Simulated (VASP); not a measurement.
CsSi2N3: single point with PBE

The system is CsSi2N3.

```
Cs Si N
1.0
     5.90228    0.00000    0.00000
    -2.95114    5.11152    0.00000
     0.00000    0.00000    4.38398
Cs Si N
1 2 3
Direct
  0.66667 0.33333 0.00000
  0.00000 0.00000 0.00000
  0.00000 0.00000 0.50000
  0.87228 0.12772 0.50000
  0.87228 0.74456 0.50000
  0.25544 0.12772 0.50000
```

* Program: VASP 6.6.1
* Task: single point
* Functional: PBE
* Potentials or basis: VASP PAW PBE potentials, release 64 (Cs_sv, Si, N)
* Cutoff: 520 eV
* k mesh: 3 × 3 × 4
* Occupations: gaussian, width 0.1 eV
* Spin: no spin polarisation
* Dipole correction: no
* Further INCAR settings: ALGO = Normal; EDIFF = 1e-07; NBANDS = 25

| Item | Value |
| --- | --- |
| Pressure | 56.8 GPa |
| Largest force | 31.378 eV/Å |
| Band gap on the k mesh | 0.69 eV, direct |

Forces in eV/Å, atoms in the order of the input:
```
Cs    0.000   0.000   0.000
Si    0.000   0.000   0.000
Si    0.000   0.000   0.000
N   -27.174  15.689   0.000
N     0.000 -31.378   0.000
N    27.174  15.689   0.000
```

Stress tensor (GPa, compression positive):
```
81.14  0.00  0.00
 0.00 81.14  0.00
 0.00  0.00  8.02
```

Levels at points of the mesh, in eV from the valence-band top:
| k point | band 14 | band 15 | band 16 | band 17 | band 18 | band 19 |
| --- | --- | --- | --- | --- | --- | --- |
| (0.00, 0.00, 0.00) | -2.03 | -0.47 | -0.47 | 1.09 | 1.09 | 1.20 |
| (0.00, 0.00, 0.50) | -0.61 | -0.61 | -0.05 | 0.91 | 1.23 | 2.67 |

Run time: 42 s on 1 thread of AMD EPYC 7R13 Processor (Zen 3), with other jobs on the host, peak memory 0.24 GiB.

Caveat: spin-orbit coupling is left out, which moves the levels of the heavy elements; forces of over 1 eV/Å act on the atoms, so gaps and moduli don't describe the material at rest. A k mesh can miss the band edges.
